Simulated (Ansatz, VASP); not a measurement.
# One calculation of Mo, two programs

```
CELL_PARAMETERS angstrom
-1.56490 1.56490 1.56490
1.56490 -1.56490 1.56490
1.56490 1.56490 -1.56490
ATOMIC_POSITIONS crystal
Mo 0.00000 0.00000 0.00000
```

Alike in both runs: functional PBEsol; k mesh 16 × 16 × 16; occupations fermi-dirac, width 0.15 eV; no spin polarisation.

Ansatz relaxed the structure, and its values are those at the end. VASP's run is a single point on that final structure, the one shown.

```csv
,VASP,Ansatz
version,VASP 6.6.1,Ansatz 0.2.0
potentials or method,"VASP PAW PBE potentials, release 64 (Mo_sv), cutoff 520 eV","scalar-relativistic, plane waves, PAW"
valence electrons in the cell,14,14
```

|  | VASP | Ansatz | Ansatz less VASP |
| --- | --- | --- | --- |
| gap on the k mesh at the Fermi level (eV) | none | none | - |
| pressure (GPa) | 0.5 | 0.0 | -0.52 |

VASP's potentials were made for PBE, not for PBEsol, and Ansatz warns of the same on its side. A gap of «none» marks a metal or a gap that the smearing closes.
